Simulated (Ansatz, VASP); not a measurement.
## As: VASP beside Ansatz

```
CELL_PARAMETERS angstrom
1.84902 -5.57238 0.00000
1.84902 5.57238 0.00000
0.00000 0.00000 4.52882
ATOMIC_POSITIONS crystal
As 0.39000 0.61000 0.56000
As 0.89000 0.11000 0.94000
As 0.61000 0.39000 0.44000
As 0.11000 0.89000 0.06000
```

Change from the starting cell: volume scaled by 1.04.

Alike in both runs: task single point; functional LDA; k mesh 8 × 8 × 6; occupations fermi-dirac, width 0.05 eV; no spin polarisation.

|  | VASP | Ansatz |
| --- | --- | --- |
| version | VASP 6.6.1 | Ansatz 0.2.0 |
| potentials or method | VASP PAW LDA potentials, release 64 (As), cutoff 520 eV | all-electron LAPW, scalar-relativistic |

VASP gave:

| Item | Value |
| --- | --- |
| gap on the k mesh at the Fermi level (eV) | 0.07 |
| least direct gap on the mesh (eV) | 0.14 |
| pressure (GPa) | -4.0 |
| traceless stress, the component that is largest in VASP (GPa) | -0.75 |
| rms of the force components (eV/Å) | 0.222 |

Q: Estimate Ansatz's values.

A: gap on the k mesh at the Fermi level (eV): 0.08; least direct gap on the mesh (eV): 0.15; pressure (GPa): -4.3; traceless stress, the component that is largest in VASP (GPa): -0.72; rms of the force components (eV/Å): 0.259.

LDA's correlation is that of Perdew and Zunger in VASP and of Perdew and Wang (1992) in Ansatz. Atom by atom the forces differ by 0.038 eV/Å (rms over components). Ansatz ran all-electron here, and VASP with PAW potentials.
